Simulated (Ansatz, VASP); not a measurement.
**TePb in VASP and in Ansatz**

File POSCAR:

```
TePb
1.0
    0.0000000000      3.1463250000      3.3076750000
    3.1463250000      0.0000000000      3.3076750000
    3.1463250000      3.1463250000      0.0000000000
Te Pb
1 1
Direct
    0.5000000000      0.5000000000      0.5000000000
    0.0000000000      0.0000000000      0.0000000000
```

The input INCAR.step1:

```
SYSTEM = TePb
ALGO = Normal
EDIFF = 1E-4
ENCUT = 520
GGA = PE
ISMEAR = 0
LASPH = .TRUE.
LCHARG = .FALSE.
LREAL = .FALSE.
LWAVE = .TRUE.
NBANDS = 17
NELM = 100
PREC = Accurate
SIGMA = 0.05
```

INCAR.step2

```
SYSTEM = TePb
ALGO = Normal
EDIFF = 1E-6
ENCUT = 520
ISIF = 2
ISMEAR = 0
ISTART = 1
LASPH = .TRUE.
LCHARG = .TRUE.
LELF = .TRUE.
LMIXTAU = .TRUE.
LREAL = .FALSE.
LVHAR = .TRUE.
LWAVE = .FALSE.
METAGGA = R2SCAN
NBANDS = 17
NELM = 100
PREC = Accurate
SIGMA = 0.05
```

The input KPOINTS:

```
k-points
0
G
  8 8 8
  0 0 0
```

Input for Ansatz:

```yaml
crystal:
  lattice:
    - [0.0, 3.146325, 3.307675]
    - [3.146325, 0.0, 3.307675]
    - [3.146325, 3.146325, 0.0]
  atoms:
    - { symbol: Te, position: [0.5, 0.5, 0.5] }
    - { symbol: Pb, position: [0.0, 0.0, 0.0] }
basis:
  ecutwfc: 500
kpoints:
  mp_grid: { grid: [8, 8, 8] }
hamiltonian:
  xc: r2scan
scf:
  occupations: { method: gaussian, width: 0.05 }
output:
  forces: true
  stress: true
  eigenvalues: true
```

Change from the starting cell: strain -0.025 along x and y, +0.025 along z, atoms carried along.

Alike in both runs: task single point; functional r2SCAN; k mesh 8 × 8 × 8; occupations gaussian, width 0.05 eV; no spin polarisation.

```csv
,VASP,Ansatz
version,VASP 6.6.1,Ansatz 0.2.0
potentials or method,"VASP PAW PBE potentials, release 64 (Te, Pb_d), cutoff 520 eV","scalar-relativistic, plane waves, PAW"
valence electrons in the cell,20,30
```

|  | VASP | Ansatz | Ansatz less VASP |
| --- | --- | --- | --- |
| gap on the k mesh at the Fermi level (eV) | 0.78 | 0.78 | -0.003 |
| least direct gap on the mesh (eV) | 0.78 | 0.78 | -0.003 |
| pressure (GPa) | 3.5 | 3.5 | 0.00 |
| traceless stress, the component that is largest in VASP (GPa) | -4.37 | -4.36 | +0.012 |

VASP's potentials were made for PBE, not for r2SCAN. VASP's potentials hold 20 valence electrons a cell and Ansatz's 30, so a difference there can come from the potentials and not from the codes.

Spin-orbit coupling is off throughout.
